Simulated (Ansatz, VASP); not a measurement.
# PbS in VASP and in Ansatz

Contents of INCAR:

```
SYSTEM = PbS
PREC = Accurate
ENCUT = 600
EDIFF = 1E-7
ISMEAR = -1
SIGMA = 0.05
LREAL = .FALSE.
LASPH = .TRUE.
NELM = 60
ALGO = Normal
ISIF = 3
LWAVE = .FALSE.
LCHARG = .FALSE.
GGA = B5
ALDAX = 1.0
AGGAX = 1.0
AGGAC = 1.0
ALDAC = 0.0
IVDW = 13
VDW_S6 = 1.0
VDW_S8 = 2.34076671
VDW_A1 = 0.44488865
VDW_A2 = 4.0933009
IBRION = 2
NSW = 60
EDIFFG = -0.01
```

Contents of KPOINTS:

```
Automatic mesh
0
G
  8 8 8
  0 0 0
```

Contents of POSCAR:

```
PbS
1.0
    0.0000000000      2.9657500000      2.9657500000
    2.9657500000      0.0000000000      2.9657500000
    2.9657500000      2.9657500000      0.0000000000
Pb S
1 1
Direct
    0.0000000000      0.0000000000      0.0000000000
    0.5000000000      0.5000000000      0.5000000000
```

input.yaml

```yaml
crystal:
  lattice:
    - [0.0, 2.96575, 2.96575]
    - [2.96575, 0.0, 2.96575]
    - [2.96575, 2.96575, 0.0]
  atoms:
    - { symbol: Pb, position: [0.0, 0.0, 0.0] }
    - { symbol: S, position: [0.5, 0.5, 0.5] }
hamiltonian:
  xc: blyp
  pseudopotentials: { kind: paw }
  dispersion: d4
kpoints:
  mp_grid: { grid: [8, 8, 8] }
scf:
  occupations: { method: fermi_dirac, width: 0.05 }
output:
  forces: true
  stress: true
  write_density: true
  write_potential: true
  elf: true
  volumetric_format: npy
relax:
  f_tol: 0.01
  max_steps: 40
  cell: { stress_tol: 0.05 }
```

Alike in both runs: task relaxation of cell and atoms; functional BLYP; dispersion D4; k mesh 8 × 8 × 8; occupations fermi-dirac, width 0.05 eV; no spin polarisation.

|  | VASP | Ansatz |
| --- | --- | --- |
| version | VASP 6.6.1 | Ansatz 0.2.0 |
| potentials or method | VASP PAW PBE potentials, release 64 (Pb_d, S) | Ansatz PAW |
| plane-wave cutoff (eV) | 600 | 420 |
| valence electrons in the cell | 20 | 20 |

|  | VASP | Ansatz | Ansatz less VASP |
| --- | --- | --- | --- |
| gap on the k mesh at the Fermi level, each at its own relaxed structure (eV) | 0.75 | 0.77 | +0.014 |
| relaxed volume (Å³/atom) | 28.76 | 28.76 | 0.000 |
| relaxed cell length with the largest relative difference (Å) | 4.333 | 4.333 | 0.0000 |

VASP's potentials were made for PBE, not for BLYP.

Spin-orbit coupling is off throughout. Noted on Ansatz's run: the plane-wave basis is chosen anew once the cell has moved, so the energies of steps on either side of that aren't comparable.
